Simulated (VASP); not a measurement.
Write the native input for VASP 6.6.1 that does the following.

```
Task                   : single point
Functional             : PBEsol
Potentials or basis    : VASP PAW PBE potentials, release 64 (Te, Mo_sv)
Cutoff                 : 400 eV
k mesh                 : 12 × 12 × 1
Occupations            : gaussian, width 0.03 eV
Spin                   : no spin polarisation
Dipole correction      : yes
Further INCAR settings : ALGO = Normal; EDIFF = 1e-06; NBANDS = 20; NELMDL = -8
```

The structure of Te2Mo lies in POSCAR:

```
Te2Mo
1.0
    3.5200000000      0.0000000000      0.0000000000
   -1.7600000000      3.0484094213      0.0000000000
    0.0000000000      0.0000000000     17.6200000000
Te Mo
2 1
Direct
    0.6666670000      0.3333330000      0.3972758229
    0.6666670000      0.3333330000      0.6027241771
    0.3333330000      0.6666670000      0.5000000000
```

These files were run (other wordings do the same):

INCAR

```
SYSTEM = Te2Mo
PREC = Accurate
ENCUT = 400
EDIFF = 1E-6
ISMEAR = 0
SIGMA = 0.03
LREAL = .FALSE.
LASPH = .TRUE.
NELM = 120
ALGO = Normal
ISIF = 2
LWAVE = .FALSE.
LCHARG = .FALSE.
LDIPOL = .TRUE.
IDIPOL = 3
DIPOL = 0.5 0.5 0.500
GGA = PS
NBANDS = 20
GGA_COMPAT = .FALSE.
NELMDL = -8
```

KPOINTS

```
Automatic mesh
0
G
  12 12 1
  0 0 0
```

Potentials or basis: VASP PAW PBE potentials, release 64 (Te, Mo_sv).

Command:

```sh
$ cat potpaw_PBE.64/Te/POTCAR potpaw_PBE.64/Mo_sv/POTCAR > POTCAR
$ mpirun -np 1 vasp_std > vasp.out
```

It gave:

```
Largest force          : 0.214 eV/Å
Band gap on the k mesh : 1.15 eV
```

Caveat: the PAW data sets were made with another functional, which shifts forces and pressure a little; spin-orbit coupling is left out, which moves the levels of the heavy elements.

Run time: 2.2 min on 1 thread of Intel Xeon 8259CL, on a shared host, peak memory 0.25 GiB.
